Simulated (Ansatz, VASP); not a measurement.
ZnCd5Se6: VASP beside Ansatz

```xyz
12
Lattice="4.3154 0.0000 0.0000 0.0000 4.3154 0.0000 0.0000 0.0000 18.4483" Properties=species:S:1:pos:R:3 pbc="T T T"
Zn    0.0000    0.0000    0.0000
Cd    0.0000    0.0000   12.3852
Cd    2.1577    2.1577   15.5458
Cd    2.1577    2.1577    2.9024
Cd    0.0000    0.0000    6.0631
Cd    2.1577    2.1577    9.2241
Se    2.1577    0.0000   13.9656
Se    0.0000    2.1577   17.1331
Se    2.1577    0.0000    1.3152
Se    0.0000    2.1577    4.4826
Se    2.1577    0.0000    7.6436
Se    0.0000    2.1577   10.8047
```

Alike in both runs: functional PBE; k mesh 8 × 8 × 2; no spin polarisation.

Ansatz relaxed the structure, and its values are those at the end. VASP's run is a single point on that final structure, the one shown.

|  | VASP | Ansatz |
| --- | --- | --- |
| version | VASP 6.6.1 | Ansatz 0.2.0 |
| potentials or method | VASP PAW PBE potentials, release 64 (Zn, Cd, Se), cutoff 520 eV | scalar-relativistic, plane waves, PAW |
| occupations | gaussian, width 0.01 eV | fixed |
| valence electrons in the cell | 108 | 208 |

Ansatz gave:

| Quantity | Value |
| --- | --- |
| gap on the k mesh at the Fermi level (eV) | 0.54 |
| least direct gap on the mesh (eV) | 0.54 |
| pressure (GPa) | 0.0 |
| rms of the force components (eV/Å) | 0.000 |

Q: What did VASP give for the same quantities?

A: gap on the k mesh at the Fermi level (eV): 0.54; least direct gap on the mesh (eV): 0.54; pressure (GPa): 0.2; rms of the force components (eV/Å): 0.003.

VASP's potentials hold 108 valence electrons a cell and Ansatz's 208, so a difference there can come from the potentials and not from the codes.
